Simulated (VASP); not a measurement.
# Si5C (P4/mmm) in VASP: a series of runs

Runs on Si5C. Level: PBE. Tasks: single point.

Everything below comes from runs of VASP 6.6.1. Logs are shortened: lines on timing, memory, paths and dates and some standing lists are left out, and cuts for length are marked.

**1. The cell of the first run**

The structure is tetragonal, space group P4/mmm (No. 123). The conventional cell has a = 2.757 Å, b = 2.757 Å, c = 9.982 Å, α = 90.00°, β = 90.00°, γ = 90.00°. Within 3.0 Å of Si (site symmetry 4mm) lie 4 C at 2.28 Å and 9 Si at 2.35 to 2.77 Å. Within 3.5 Å of Si (site symmetry 4mm) lie 12 Si at 2.68 to 2.77 Å and 1 C at 3.15 Å. Within 3.5 Å of Si (site symmetry 4/mmm) lie 12 Si at 2.68 to 2.76 Å. C (site symmetry 4/mmm) has 8 Si at 2.28 Å and 4 C at 2.76 Å within 3.0 Å.

**2. Single point, PBE**

File INCAR:

```
PREC = Accurate
ENCUT = 520
EDIFF = 1E-6
ISMEAR = 0
SIGMA = 0.1
LREAL = False
LASPH = True
NELM = 60
ALGO = Normal
ISIF = 2
LWAVE = False
LCHARG = False
GGA = PE
NBANDS = 21
```

File KPOINTS:

```
Automatic mesh
0
Gamma
  14 14 4
```

File POSCAR:

```
Si5C
1.0
    2.7568976129      0.0000000000      0.0000000000
    0.0000000000      2.7568976129      0.0000000000
    0.0000000000      0.0000000000      9.9818885455
Si C
5 1
Direct
    0.5000000000      0.5000000000      0.1179219006
    0.0000000000      0.0000000000      0.3153108489
    0.5000000000      0.5000000000      0.5000000000
    0.0000000000      0.0000000000      0.6846891511
    0.5000000000      0.5000000000      0.8820780994
    0.0000000000      0.0000000000      0.0000000000
```

Potentials or basis: VASP PAW PBE potentials, release 64 (Si, C).

Run with:

```
cat potpaw_PBE.64/Si/POTCAR potpaw_PBE.64/C/POTCAR > POTCAR
mpirun -np 1 vasp_std > vasp.out
```

OUTCAR:

```text
PREC = Accurate
   ENCUT = 520
   EDIFF = 1E-6
   ISMEAR = 0
   LREAL = False
   LASPH = True
   NELM = 60
   ISIF = 2
   GGA = PE

 ion  position               nearest neighbor table
   1  0.500  0.500  0.118-   6 2.28   6 2.28   6 2.28   6 2.28   5 2.35   2 2.77   2 2.77   2 2.77
                             2 2.77
   2  0.000  0.000  0.315-   3 2.68   3 2.68   3 2.68   3 2.68   1 2.77   1 2.77   1 2.77   1 2.77

   3  0.500  0.500  0.500-   2 2.68   4 2.68   2 2.68   4 2.68   2 2.68   4 2.68   2 2.68   4 2.68

   4  0.000  0.000  0.685-   3 2.68   3 2.68   3 2.68   3 2.68   5 2.77   5 2.77   5 2.77   5 2.77

   5  0.500  0.500  0.882-   6 2.28   6 2.28   6 2.28   6 2.28   1 2.35   4 2.77   4 2.77   4 2.77
                             4 2.77
   6  0.000  0.000  0.000-   1 2.28   5 2.28   1 2.28   5 2.28   1 2.28   5 2.28   1 2.28   5 2.28

  LATTYP: Found a simple tetragonal cell.
 ALAT       =     2.7568976129
 C/A-ratio  =     3.6206961400

  Lattice vectors:

 A1 = (   2.7568976129,   0.0000000000,   0.0000000000)
 A2 = (   0.0000000000,   2.7568976129,   0.0000000000)
 A3 = (   0.0000000000,   0.0000000000,   9.9818885455)

Analysis of symmetry for initial positions (statically):
=====================================================================
 Subroutine PRICEL returns:
 Original cell was already a primitive cell.

 Routine SETGRP: Setting up the symmetry group for a
 simple tetragonal supercell.

 Subroutine GETGRP returns: Found 16 space group operations
 (whereof 16 operations were pure point group operations)
 out of a pool of 16 trial point group operations.

The static configuration has the point symmetry D_4h.

Analysis of symmetry for dynamics (positions and initial velocities):
=====================================================================
 Subroutine PRICEL returns:
 Original cell was already a primitive cell.

 Routine SETGRP: Setting up the symmetry group for a
 simple tetragonal supercell.

 Subroutine GETGRP returns: Found 16 space group operations
 (whereof 16 operations were pure point group operations)
 out of a pool of 16 trial point group operations.

The dynamic configuration has the point symmetry D_4h.

 Subroutine INISYM returns: Found 16 space group operations
 (whereof 16 operations are pure point group operations),
[... 103 lines left out ...]
   NELM   =     60;   NELMIN=  2; NELMDL= -5     # of ELM steps
   EDIFF  = 0.1E-05   stopping-criterion for ELM
   LREAL  =      F    real-space projection
   EDIFFG = 0.1E-04   stopping-criterion for IOM
   NSW    =      0    number of steps for IOM
   IBRION =     -1    ionic relax: 0-MD 1-quasi-New 2-CG
   NFREE  =      0    steps in history (QN), initial steepest desc. (CG)
   ISIF   =      2    stress and relaxation
   ISYM   =      2    0-nonsym 1-usesym 2-fastsym
   POTIM  = 0.5000    time-step for ionic-motion
   TEBEG  =    0.0;   TEEND  =   0.0 temperature during run
   PSTRESS=    0.0 pullay stress
   NELECT =      24.0000    total number of electrons
   NUPDOWN=      -1.0000    fix difference up-down
   EMIN   =  10.00;   EMAX   =-10.00  energy-range for DOS
   EFERMI =   0.00;   METHOD = LEGACY
   ISMEAR =     0;   SIGMA  =   0.10  broadening in eV -4-tet -1-fermi 0-gaus
   EFERMI_NEDOS =   21; number of points for ismear=-14 and -15
   IALGO  =     38    algorithm
   IMIX   =      4    mixing-type and parameters
     AMIX     =   0.40;   BMIX     =  1.00
     AMIX_MAG =   1.60;   BMIX_MAG =  1.00
  volume/ion in A,a.u.               =      12.64        85.33
  Fermi-wavevector in a.u.,A,eV,Ry     =   1.115477  2.107946 16.929576  1.244289
  Thomas-Fermi vector in A             =   2.252082
   LORBIT       =      0    0 simple, 1 ext, 2 COOP (PROOUT), +10 PAW based schemes
   GGA     = PE    functional components
   LHFCALC =     F    Hartree Fock is set to
   AEXX    =    0.0000 exact exchange contribution
   IVDW    =     0    specifies the selected vdW correction
   LEPSILON=     F    determine dielectric tensor
   LRPA    =     F    only Hartree local field effects (RPA)
 non-spin polarized calculation
 Gauss-broadening in eV      SIGMA  =   0.10
  energy-cutoff  :      520.00
  volume of cell :       75.87
 maximum number of plane-waves:      2076
 NGX is ok and might be reduce to    24
   NGX = 11   NGY = 11   NGZ = 37

 number of electron      23.9999999 magnetization

 Free energy of the ion-electron system (eV)
  ---------------------------------------------------
  ext. energy  EPLUGINS =         0.00000000
  ---------------------------------------------------
  free energy    TOTEN  =       -30.82145474 eV

  energy without entropy =      -30.80705889  energy(sigma->0) =      -30.81425681

 E-fermi :  10.4620     XC(G=0): -11.5022

 val. band max:       10.4583309913   @ k =   0.4286   0.0714   0.5000
 cond. band min:      10.4627027633   @ k =   0.4286   0.2857   0.2500
 fundamental gap:      0.0043717720
 Fermi energy:        10.4620373942

 k-point     1 :       0.0000    0.0000    0.0000
  band No.  band energies     occupation
      1      -5.8358      2.00000
      2      -3.4804      2.00000
      3      -2.6248      2.00000
      4       0.9940      2.00000
      5       1.0471      2.00000
      6       7.0961      2.00000
[... 565 lines left out ...]
     20      15.1432      0.00000
     21      16.0262      0.00000

 [... further k-points ...]

------------------------ aborting loop because EDIFF is reached ----------------------------------------

  FORCE on cell =-STRESS in cart. coord.  units (eV):
  Direction    XX          YY          ZZ          XY          YZ          ZX
  --------------------------------------------------------------------------------------
  -------------------------------------------------------------------------------------
  Total        0.0161509      0.0161509     -0.0243104      0.0000000      0.0000000     -0.0000000
  in kB        0.3410768      0.3410768     -0.5133914      0.0000000      0.0000000     -0.0000000
  external PRESSURE =       0.0562541 kB  Pullay stress =       0.0000000 kB

 VOLUME and BASIS-vectors are now :
 -----------------------------------------------------------------------------
  energy-cutoff  :      520.00
  volume of cell :       75.87
      direct lattice vectors                 reciprocal lattice vectors
     2.756897613  0.000000000  0.000000000     0.362726565  0.000000000  0.000000000
     0.000000000  2.756897613  0.000000000     0.000000000  0.362726565  0.000000000
     0.000000000  0.000000000  9.981888546     0.000000000  0.000000000  0.100181443

 POSITION                                       TOTAL-FORCE (eV/Angst)
 -----------------------------------------------------------------------------------
      1.37845      1.37845      1.17708        -0.000000     -0.000000      0.005718
      0.00000      0.00000      3.14740         0.000000      0.000000      0.003282
      1.37845      1.37845      4.99094         0.000000      0.000000      0.000000
      0.00000      0.00000      6.83449         0.000000      0.000000     -0.003282
      1.37845      1.37845      8.80481         0.000000      0.000000     -0.005718
      0.00000      0.00000      0.00000         0.000000      0.000000      0.000000
 -----------------------------------------------------------------------------------
    total drift:                               -0.000000     -0.000000      0.000000

  FREE ENERGIE OF THE ION-ELECTRON SYSTEM (eV)
  ---------------------------------------------------
  free  energy   TOTEN  =       -30.8214547353 eV

  energy  without entropy=      -30.8070588851  energy(sigma->0) =      -30.81425681
```

OSZICAR:

```text
N       E                     dE             d eps       ncg     rms          rms(c)
DAV:   1     0.381028051324E+02    0.38103E+02   -0.10130E+04  4536   0.100E+03
DAV:   2    -0.283000102251E+02   -0.66403E+02   -0.63111E+02  5772   0.145E+02
DAV:   3    -0.318615614558E+02   -0.35616E+01   -0.34799E+01  6074   0.278E+01
DAV:   4    -0.319012101679E+02   -0.39649E-01   -0.39534E-01  5637   0.319E+00
DAV:   5    -0.319016700431E+02   -0.45988E-03   -0.45974E-03  5909   0.312E-01    0.813E+00
DAV:   6    -0.311096168731E+02    0.79205E+00   -0.65613E+00  6060   0.115E+01    0.482E+00
DAV:   7    -0.308552697089E+02    0.25435E+00   -0.19755E+00  5896   0.622E+00    0.294E+00
DAV:   8    -0.308248767422E+02    0.30393E-01   -0.20424E-01  5474   0.239E+00    0.954E-01
DAV:   9    -0.308215654669E+02    0.33113E-02   -0.22377E-02  5439   0.764E-01    0.266E-01
DAV:  10    -0.308215193109E+02    0.46156E-04   -0.99048E-04  5934   0.154E-01    0.209E-01
DAV:  11    -0.308214750957E+02    0.44215E-04   -0.85601E-05  5461   0.516E-02    0.667E-02
DAV:  12    -0.308214554663E+02    0.19629E-04   -0.33547E-05  5296   0.299E-02    0.187E-02
DAV:  13    -0.308214547353E+02    0.73097E-06   -0.13255E-06  4426   0.594E-03
   1 F= -.30821455E+02 E0= -.30814257E+02  d E =-.143959E-01
```

stdout:

```text
POSCAR found type information on POSCAR SiC
 POSCAR found :  2 types and       6 ions
 scaLAPACK will be used
 LDA part: xc-table for (Slater+PW92), standard interpolation
 POSCAR, INCAR and KPOINTS ok, starting setup
 FFT: planning ... GRIDC
 FFT: planning ... GRID_SOFT
 FFT: planning ... GRID
 WAVECAR not read
 entering main loop
```

It took 2.3 min on 1 thread of Intel Xeon Platinum 8375C at 2.90GHz (Ice Lake), shared host; peak memory 0.28 GiB.

Results:

```yaml
Free_energy: -30.8215 eV
Pressure: 0.0 GPa
Largest_force: 0.006 eV/Å
Band_gap_on_the_k_mesh: zero (bands 12 and 13 overlap by 5.69 eV)
```

Forces on the atoms (eV/Å):
```
Si   0.000  0.000  0.006
Si   0.000  0.000  0.003
Si   0.000  0.000  0.000
Si   0.000  0.000 -0.003
Si   0.000  0.000 -0.006
C    0.000  0.000  0.000
```

**3. Single point, PBE**

File INCAR:

```
SYSTEM = Si5C
  PREC = Accurate
  ENCUT = 520
  EDIFF = 1E-7
  ISMEAR = 0
  SIGMA = 0.1
  LREAL = .False.
  LASPH = .True.
  NELM = 80
  ALGO = Normal
  ISIF = 2
  LWAVE = .False.
  LCHARG = .False.
  GGA = PE
  NBANDS = 21
```

File KPOINTS:

```
Automatic mesh
0
Gamma
  14 14 4
  0 0 0
```

POSCAR is that of step 2.

Potentials or basis: VASP PAW PBE potentials, release 64 (Si, C).

Run with:

```
cat potpaw_PBE.64/Si/POTCAR potpaw_PBE.64/C/POTCAR > POTCAR
mpirun -np 1 vasp_std > vasp.out
```

It took 2.5 min on 1 thread of Intel Xeon Platinum 8375C at 2.90GHz (Ice Lake), shared host; peak memory 0.28 GiB.

It converged, with:

- Free energy: -30.8215 eV
- Pressure: 0.0 GPa
- Largest force: 0.006 eV/Å
- Band gap on the k mesh: zero (bands 12 and 13 overlap by 5.69 eV)

Forces in eV/Å, atoms in the order of the input:
```
Si   0.000  0.000  0.006
Si   0.000  0.000  0.003
Si   0.000  0.000  0.000
Si   0.000  0.000 -0.003
Si   0.000  0.000 -0.006
C    0.000  0.000  0.000
```

Stress tensor (GPa, compression positive):
```
 0.04  0.00  0.00
 0.00  0.04  0.00
 0.00  0.00 -0.05
```

Levels at points of the mesh, in eV from the Fermi level:
| k point | band 9 | band 10 | band 11 | band 12 | band 13 | band 14 | band 15 | band 16 |
| --- | --- | --- | --- | --- | --- | --- | --- | --- |
| (0.00, 0.00, 0.00) | -1.31 | 1.43 | 3.20 | 3.20 | 4.16 | 4.16 | 4.21 | 4.21 |
| (0.50, 0.00, 0.00) | -4.83 | -4.42 | 0.23 | 0.67 | 2.21 | 2.27 | 2.28 | 5.77 |
| (0.50, 0.50, 0.00) | -4.12 | -4.04 | -4.04 | -3.02 | -1.48 | -0.64 | -0.64 | -0.43 |
| (0.00, 0.00, 0.50) | 0.88 | 1.05 | 2.46 | 3.08 | 3.08 | 4.47 | 4.57 | 4.76 |
| (0.50, 0.00, 0.50) | -2.50 | -2.20 | -2.08 | -0.78 | 0.67 | 4.52 | 5.24 | 5.73 |
| (0.50, 0.50, 0.50) | -3.18 | -3.18 | -3.05 | -2.81 | -2.49 | -2.49 | -1.99 | -1.78 |
